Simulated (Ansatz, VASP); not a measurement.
One calculation of GaP, two programs

```
Ga P
1.0
     0.00000    2.72525    2.72525
     2.72525    0.00000    2.72525
     2.72525    2.72525    0.00000
Ga P
1 1
Direct
  0.00000 0.00000 0.00000
  0.25000 0.25000 0.25000
```

Alike in both runs: functional PBE; k mesh 9 × 9 × 9; occupations fermi-dirac, width 0.02 eV; no spin polarisation.

Ansatz relaxed the structure, and its values are those at the end. VASP's run is a single point on that final structure, the one shown.

```csv
,VASP,Ansatz
version,VASP 6.6.1,Ansatz 0.2.0
potentials or method,"VASP PAW PBE potentials, release 64 (Ga_d, P)","plane-wave PAW, scalar-relativistic"
plane-wave cutoff (eV),500,420
valence electrons in the cell,18,18
```

Ansatz gave:

```
gap on the k mesh at the Fermi level (eV) : 1.60
pressure (GPa)                            : 2.5
```

Problem. What did VASP give for the same quantities?

Solution. gap on the k mesh at the Fermi level (eV): 1.60; pressure (GPa): 2.4.

Ansatz's warnings: stress scf threshold loose.
